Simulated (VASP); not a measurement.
A run of VASP 6.6.1 is set up as follows.

INCAR

```
PREC     = Accurate       # precision mode
ENCUT    = 520            # plane-wave cutoff, eV
EDIFF    = 1E-8           # SCF threshold, eV
ISMEAR   = -1             # smearing method
SIGMA    = 0.05           # smearing width, eV
LREAL    = F              # projectors in reciprocal space
LASPH    = T              # aspherical terms in the spheres
NELM     = 150            # most SCF steps
ALGO     = Normal         # electronic algorithm
ISIF     = 2              # what is computed and relaxed
LWAVE    = F              # write WAVECAR
LCHARG   = F              # write CHGCAR
ISPIN    = 2              # spin polarisation
MAGMOM   = 3              # initial moments
LORBIT   = 11             # projections on sites
LMAXMIX  = 4              # l up to which the mixer works
GGA      = PE             # functional
LEFG     = T            
NBANDS   = 14             # bands
```

KPOINTS

```
Automatic mesh
0
Gamma
  16 16 16
```

Contents of POSCAR:

```
Fe
1.0
    0.0000000000      1.9611570875      1.9651051623
    1.5134241070      0.0000000000      1.9651051623
    1.5134241070      1.9611570875      0.0000000000
Fe
1
Direct
    0.0000000000      0.0000000000      0.0000000000
```

Potentials or basis: VASP PAW PBE potentials, release 64 (Fe).

The run is started by

```bash
$ cat potpaw_PBE.64/Fe/POTCAR > POTCAR
$ mpirun -np 1 vasp_std > vasp.out
```

Task: What does it give for the net moment?

Result: 2.27 μB per cell.

Task: Predict the site moments.

Result: Fe +2.27 μB.

Task: Estimate the pressure.

Result: -3.6 GPa.

Stress tensor (GPa, compression positive):
```
-8.93  0.00  0.00
 0.00 -0.88  0.00
 0.00  0.00 -1.12
```

Caveat: the cell differs from its parent crystal (equal xx and yy strain of +1 %); the cell stands under tension; without QUAD_EFG the Cq values of the log hold for a quadrupole moment of 1 mb, not for the nuclei.
